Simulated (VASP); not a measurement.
# SnH in VASP: notebook

The runs below take SnH through single point, with PBE.

Program: VASP 6.6.1. These are calculated values, not measurements. Logs are shortened: lines on timing, memory, paths and dates and some standing lists are left out, and cuts for length are marked.

### 1 The cell of the first run

The typed cell holds 8 atoms: a = 4.730 Å, b = 4.733 Å, c = 11.145 Å, α = 90.16°, β = 89.81°, γ = 120.05°.

### 2 Single point, PBE

File INCAR:

```
ALGO = Normal ; EDIFF = 1E-6
ENCUT = 520 ; GGA = PE
ISIF = 2 ; ISMEAR = 0
LASPH = T ; LCHARG = F
LREAL = F ; LWAVE = F
NBANDS = 40 ; NELM = 80
PREC = Accurate ; SIGMA = 0.2
```

File KPOINTS:

```
k-points
0
Gamma
  6 6 2
```

File POSCAR:

```
SnH
1.0
    4.7303496248     -0.0027941063      0.0070068596
   -2.3676565716      4.0984726471     -0.0058168798
    0.0198290303     -0.0092039596     11.1446097345
Sn H
4 4
Direct
   -0.0005718814      0.0002160317      0.4654525416
    0.3336262692      0.6664120195      0.0346115114
    0.6659511115      0.3338150951      0.5381571280
    0.0010303733     -0.0004633204      0.9618501122
    0.0003479098     -0.0004654253      0.3094279139
    0.3324518202      0.6672353199      0.1905569430
    0.6654814349      0.3341145681      0.6940985429
    0.0016829626     -0.0008642887      0.8058453073
```

Potentials or basis: VASP PAW PBE potentials, release 64 (Sn_d, H).

Command:

```console
cat potpaw_PBE.64/Sn_d/POTCAR potpaw_PBE.64/H/POTCAR > POTCAR
mpirun -np 1 vasp_std > vasp.out
```

OUTCAR:

```text
EDIFF = 1E-6
   ENCUT = 520
   GGA = PE
   ISIF = 2
   ISMEAR = 0
   LASPH = T
   LREAL = F
   NELM = 80
   PREC = Accurate

 ion  position               nearest neighbor table
   1  0.999  0.000  0.465-   5 1.74   3 2.85   3 2.85   3 2.85
   2  0.334  0.666  0.035-   6 1.74   4 2.85   4 2.85   4 2.85
   3  0.666  0.334  0.538-   7 1.74   1 2.85   1 2.85   1 2.85
   4  0.001  1.000  0.962-   8 1.74   2 2.85   2 2.85   2 2.85
   5  0.000  1.000  0.309-   1 1.74
   6  0.332  0.667  0.191-   2 1.74
   7  0.665  0.334  0.694-   3 1.74
   8  0.002  0.999  0.806-   4 1.74

  LATTYP: Found a triclinic cell.
 ALAT       =     4.7303556395
 B/A-ratio  =     0.9995672630
 C/A-ratio  =     2.3559816692
 COS(alpha) =     0.0004253763
 COS(beta)  =     0.0032609821
 COS(gamma) =     0.4991790456

  Lattice vectors:

 A1 = (   4.7303496248,  -0.0027941063,   0.0070068596)
 A2 = (   2.3626930532,   4.0956785408,   0.0011899798)
 A3 = (   0.0198290303,  -0.0092039596,  11.1446097345)

Analysis of symmetry for initial positions (statically):
=====================================================================
 Subroutine PRICEL returns:
 Original cell was already a primitive cell.

 Routine SETGRP: Setting up the symmetry group for a
 triclinic supercell.

 Subroutine GETGRP returns: Found  1 space group operations
 (whereof  1 operations were pure point group operations)
 out of a pool of  2 trial point group operations.

The static configuration has the point symmetry C_1 .

Analysis of symmetry for dynamics (positions and initial velocities):
=====================================================================
 Subroutine PRICEL returns:
 Original cell was already a primitive cell.

 Routine SETGRP: Setting up the symmetry group for a
 triclinic supercell.

 Subroutine GETGRP returns: Found  1 space group operations
 (whereof  1 operations were pure point group operations)
 out of a pool of  2 trial point group operations.

The dynamic configuration has the point symmetry C_1 .

 Subroutine INISYM returns: Found  1 space group operations
 (whereof  1 operations are pure point group operations),
 and found     1 'primitive' translations

----------------------------------------------------------------------------------------

                                     Primitive cell

  volume of cell :     215.9885

  direct lattice vectors                    reciprocal lattice vectors
     4.730349625 -0.002794106  0.007006860     0.211473433  0.122166208 -0.000275371
    -2.367656572  4.098472647 -0.005816880     0.000143872  0.244076732  0.000201319
     0.019829030 -0.009203960 11.144609734    -0.000132883  0.000050586  0.089729755

  length of vectors
     4.730355639  4.733213445 11.144631175     0.244224632  0.244076858  0.089729868

  position of ions in fractional coordinates (direct lattice)
     0.999428119  0.000216032  0.465452542
     0.333626269  0.666412020  0.034611511
     0.665951111  0.333815095  0.538157128
     0.001030373  0.999536680  0.961850112
     0.000347910  0.999534575  0.309427914
     0.332451820  0.667235320  0.190556943
     0.665481435  0.334114568  0.694098543
     0.001682963  0.999135711  0.805845307

  ion indices of the primitive-cell ions
   primitive index   ion index
                 1           1
                 2           2
                 3           3
                 4           4
                 5           5
                 6           6
                 7           7
                 8           8

----------------------------------------------------------------------------------------

 KPOINTS: k-points

Automatic generation of k-mesh.
 Grid dimensions read from file:
 generate k-points for:    6    6    2

 Generating k-lattice:

  Cartesian coordinates                     Fractional coordinates (reciprocal lattice)
     0.035245572  0.020361035 -0.000045895     0.166666667 -0.000000000  0.000000000
     0.000023979  0.040679455  0.000033553    -0.000000000  0.166666667 -0.000000000
    -0.000066441  0.000025293  0.044864877     0.000000000  0.000000000  0.500000000

  Length of vectors
     0.040704105  0.040679476  0.044864934

  Shift w.r.t. Gamma in fractional coordinates (k-lattice)
     0.000000000  0.000000000  0.000000000

 Subroutine IBZKPT returns following result:
 ===========================================

 Found     40 irreducible k-points:

 Following reciprocal coordinates:
            Coordinates               Weight
  0.000000  0.000000  0.000000      1.000000
  0.166667 -0.000000  0.000000      2.000000
  0.333333 -0.000000  0.000000      2.000000
  0.500000  0.000000  0.000000      1.000000
  0.000000  0.166667  0.000000      2.000000
  0.166667  0.166667  0.000000      2.000000
[... 16 lines left out ...]
  0.333333  0.000000  0.500000      2.000000
  0.500000  0.000000  0.500000      1.000000
 [... further k-points ...]
   k-points           NKPTS =     40   k-points in BZ     NKDIM =     40   number of bands    NBANDS=     40
   number of dos      NEDOS =    301   number of ions     NIONS =      8
   total plane-waves  NPLWV = 108864
   dimension x,y,z NGX =    36 NGY =   36 NGZ =   84
   dimension x,y,z NGXF=    72 NGYF=   72 NGZF=  168
   ions per type =               4   4
   NGX,Y,Z   is equivalent  to a cutoff of  12.65, 12.64, 12.53 a.u.
   NGXF,Y,Z  is equivalent  to a cutoff of  25.30, 25.29, 25.06 a.u.
 SYSTEM =  unknown system
   PREC   = accura    normal or accurate (medium, high low for compatibility)
   ISTART =      0    job   : 0-new  1-cont  2-samecut
   ICHARG =      2    charge: 1-file 2-atom 10-const
   ISPIN  =      1    spin polarized calculation?
   LNONCOLLINEAR =      F non collinear calculations
   LSORBIT =      F    spin-orbit coupling
   LASPH  =      T    aspherical Exc in radial PAW
   ENCUT  =  520.0 eV  38.22 Ry    6.18 a.u.   8.80  8.80 20.72*2*pi/ulx,y,z
   NELM   =     80;   NELMIN=  2; NELMDL= -5     # of ELM steps
   EDIFF  = 0.1E-05   stopping-criterion for ELM
   LREAL  =      F    real-space projection
   EDIFFG = 0.1E-04   stopping-criterion for IOM
   NSW    =      0    number of steps for IOM
   IBRION =     -1    ionic relax: 0-MD 1-quasi-New 2-CG
   NFREE  =      0    steps in history (QN), initial steepest desc. (CG)
   ISIF   =      2    stress and relaxation
   ISYM   =      2    0-nonsym 1-usesym 2-fastsym
   POTIM  = 0.5000    time-step for ionic-motion
   TEBEG  =    0.0;   TEEND  =   0.0 temperature during run
   PSTRESS=    0.0 pullay stress
   NELECT =      60.0000    total number of electrons
   NUPDOWN=      -1.0000    fix difference up-down
   EMIN   =  10.00;   EMAX   =-10.00  energy-range for DOS
   EFERMI =   0.00;   METHOD = LEGACY
   ISMEAR =     0;   SIGMA  =   0.20  broadening in eV -4-tet -1-fermi 0-gaus
   EFERMI_NEDOS =   21; number of points for ismear=-14 and -15
   IALGO  =     38    algorithm
   IMIX   =      4    mixing-type and parameters
     AMIX     =   0.40;   BMIX     =  1.00
     AMIX_MAG =   1.60;   BMIX_MAG =  1.00
  volume/ion in A,a.u.               =      27.00       182.20
  Fermi-wavevector in a.u.,A,eV,Ry     =   1.068190  2.018586 15.524645  1.141029
  Thomas-Fermi vector in A             =   2.203830
   LORBIT       =      0    0 simple, 1 ext, 2 COOP (PROOUT), +10 PAW based schemes
   GGA     = PE    functional components
   LHFCALC =     F    Hartree Fock is set to
   AEXX    =    0.0000 exact exchange contribution
   IVDW    =     0    specifies the selected vdW correction
   LEPSILON=     F    determine dielectric tensor
   LRPA    =     F    only Hartree local field effects (RPA)
 non-spin polarized calculation
 Gauss-broadening in eV      SIGMA  =   0.20
  energy-cutoff  :      520.00
  volume of cell :      215.99
 maximum number of plane-waves:      5840
   NGX = 17   NGY = 17   NGZ = 41

 number of electron      60.0000020 magnetization

 Free energy of the ion-electron system (eV)
  ---------------------------------------------------
  ext. energy  EPLUGINS =         0.00000000
  ---------------------------------------------------
  free energy    TOTEN  =       -27.27931119 eV

  energy without entropy =      -27.27270769  energy(sigma->0) =      -27.27600944

 E-fermi :   1.8697     XC(G=0):  -7.2029

 val. band max:        1.8396200008   @ k =   0.0000   0.0000   0.0000
 cond. band min:       2.1397292518   @ k =  -0.0000  -0.0000   0.5000
 fundamental gap:      0.3001092509
 Fermi energy:         1.8697347799

 k-point     1 :       0.0000    0.0000    0.0000
  band No.  band energies     occupation
      1     -19.3254      2.00000
      2     -19.3247      2.00000
      3     -19.3246      2.00000
      4     -19.3238      2.00000
      5     -19.2265      2.00000
      6     -19.2263      2.00000
[... 32 lines left out ...]
     39       6.8298      0.00000
     40       8.1949      0.00000

 k-point     2 :       0.1667   -0.0000    0.0000
  band No.  band energies     occupation
      1     -19.3420      2.00000
      2     -19.3412      2.00000
      3     -19.3354      2.00000
      4     -19.3346      2.00000
      5     -19.2231      2.00000
      6     -19.2220      2.00000
[... 32 lines left out ...]
     39       7.0104      0.00000
     40       8.0915      0.00000

 k-point     3 :       0.3333   -0.0000    0.0000
  band No.  band energies     occupation
      1     -19.3646      2.00000
      2     -19.3638      2.00000
      3     -19.3421      2.00000
      4     -19.3412      2.00000
      5     -19.2488      2.00000
      6     -19.2477      2.00000
[... 32 lines left out ...]
     39       7.8031      0.00000
     40       7.9255      0.00000

 k-point     4 :       0.5000    0.0000    0.0000
  band No.  band energies     occupation
      1     -19.3731      2.00000
      2     -19.3723      2.00000
      3     -19.3397      2.00000
      4     -19.3388      2.00000
      5     -19.2658      2.00000
      6     -19.2649      2.00000
[... 32 lines left out ...]
     39       7.9124      0.00000
     40       8.2208      0.00000
[... 772 lines left out ...]
     39       7.4236      0.00000
     40       7.4719      0.00000

 k-point    23 :       0.3333    0.0000    0.5000
  band No.  band energies     occupation
      1     -19.3646      2.00000
      2     -19.3638      2.00000
      3     -19.3421      2.00000
      4     -19.3412      2.00000
      5     -19.2486      2.00000
      6     -19.2478      2.00000
[... 32 lines left out ...]
     39       7.7458      0.00000
     40       7.7586      0.00000

 k-point    24 :       0.5000    0.0000    0.5000
  band No.  band energies     occupation
      1     -19.3731      2.00000
      2     -19.3723      2.00000
      3     -19.3397      2.00000
      4     -19.3388      2.00000
      5     -19.2658      2.00000
      6     -19.2650      2.00000
[... 32 lines left out ...]
     39       8.7410      0.00000
     40       8.7618      0.00000

 [... further k-points ...]
[... 5 lines left out ...]
  --------------------------------------------------------------------------------------
  -------------------------------------------------------------------------------------
  Total       -0.0726266     -0.0773526     -0.1818906      0.0265085      0.0053589     -0.0099176
  in kB       -0.5387359     -0.5737923     -1.3492429      0.1966370      0.0397521     -0.0735676
  external PRESSURE =      -0.8205904 kB  Pullay stress =       0.0000000 kB

 VOLUME and BASIS-vectors are now :
 -----------------------------------------------------------------------------
  energy-cutoff  :      520.00
  volume of cell :      215.99
      direct lattice vectors                 reciprocal lattice vectors
     4.730349625 -0.002794106  0.007006860     0.211473433  0.122166208 -0.000275371
    -2.367656572  4.098472647 -0.005816880     0.000143872  0.244076732  0.000201319
     0.019829030 -0.009203960 11.144609734    -0.000132883  0.000050586  0.089729755

 POSITION                                       TOTAL-FORCE (eV/Angst)
 -----------------------------------------------------------------------------------
      4.73636     -0.00619      5.19429         0.000481     -0.001019     -0.016056
      0.00102      2.73002      0.38419         0.000217      0.001456      0.008312
      2.37049      1.36132      6.00028         0.001753      0.000042      0.006352
     -2.34261      4.08772     10.71364        -0.002396     -0.000496     -0.010626
     -2.35877      4.09372      3.44264         0.000268      0.000028      0.022800
     -0.00339      2.73196      2.12213         0.000773     -0.000582     -0.016212
      2.37065      1.36111      7.73818        -0.001109      0.000589     -0.016665
     -2.34167      4.08751      8.97503         0.000012     -0.000017      0.022096
 -----------------------------------------------------------------------------------
    total drift:                                0.000054      0.000006     -0.000187

  FREE ENERGIE OF THE ION-ELECTRON SYSTEM (eV)
  ---------------------------------------------------
  free  energy   TOTEN  =       -27.2793111893 eV

  energy  without entropy=      -27.2727076854  energy(sigma->0) =      -27.27600944
```

It took 8.6 min on 1 thread of Intel Xeon 8259CL, shared host; peak memory 0.47 GiB.

Results:

* Free energy: -27.2793 eV
* Pressure: -0.1 GPa
* Largest force: 0.023 eV/Å

Forces on the atoms (eV/Å):
```
Sn   0.000 -0.001 -0.016
Sn   0.000  0.001  0.008
Sn   0.002  0.000  0.006
Sn  -0.002  0.000 -0.011
H    0.000  0.000  0.023
H    0.001 -0.001 -0.016
H   -0.001  0.001 -0.017
H    0.000  0.000  0.022
```

Caveat: spin-orbit coupling is left out, which moves the levels of the heavy elements.

### 3 Single point, PBE

This run uses another cell than the first one, of 27.50 Å³/atom.

File INCAR:

```
  PREC = Accurate
  ENCUT = 520
  EDIFF = 1E-6
  ISMEAR = 0
  SIGMA = 0.01
  LREAL = F
  LASPH = T
  NELM = 60
  ALGO = Normal
  ISIF = 2
  LWAVE = F
  LCHARG = F
  GGA = PE
  NBANDS = 40
```

File KPOINTS:

```
regular mesh
0
Gamma
  12 12 4
```

File POSCAR:

```
SnH
1.0
    4.7257833807      0.0000000000      0.0000000000
   -2.3628916904      4.0926484604      0.0000000000
    0.0000000000      0.0000000000     11.3734574760
Sn H
4 4
Direct
    0.0000000000      0.0000000000      0.4642944400
    0.3333333333      0.6666666667      0.0357190019
    0.6666666667      0.3333333333      0.5357190019
    0.0000000000      0.0000000000      0.9642944400
    0.0000000000      0.0000000000      0.3114812541
    0.3333333333      0.6666666667      0.1885053041
    0.6666666667      0.3333333333      0.6885053041
    0.0000000000      0.0000000000      0.8114812541
```

Potentials or basis: VASP PAW PBE potentials, release 64 (Sn_d, H).

Command:

```console
cat potpaw_PBE.64/Sn_d/POTCAR potpaw_PBE.64/H/POTCAR > POTCAR
mpirun -np 1 vasp_std > vasp.out
```

It took 15 min on 1 thread of Intel Xeon 8259CL, shared host; peak memory 0.57 GiB.

It converged, with:

| Property | Result |
| --- | --- |
| Free energy | -27.3156 eV |
| Pressure | -0.1 GPa |
| Largest force | 0.015 eV/Å |
| Band gap on the k mesh | 0.18 eV |

Forces in eV/Å, atoms in the order of the input:
```
Sn   0.000  0.000 -0.013
Sn   0.000  0.000  0.012
Sn   0.000  0.000  0.012
Sn   0.000  0.000 -0.013
H    0.000  0.000  0.015
H    0.000  0.000 -0.014
H    0.000  0.000 -0.014
H    0.000  0.000  0.015
```

Levels at points of the mesh, in eV from the valence-band top:
```
           k point  band 27  band 28  band 29  band 30  band 31  band 32  band 33  band 34
(0.00, 0.00, 0.00)    -0.03    -0.03     0.00     0.00     0.18     0.65     3.37     3.37
(0.50, 0.00, 0.00)    -2.37    -2.27    -1.22    -1.16     1.42     1.66     3.05     3.58
(0.00, 0.00, 0.50)    -0.02    -0.02    -0.02    -0.02     0.46     0.46     3.42     3.42
(0.50, 0.00, 0.50)    -2.41    -2.41    -1.19    -1.19     1.59     1.59     3.52     3.52
```

Caveat: spin-orbit coupling is left out, which moves the levels of the heavy elements.
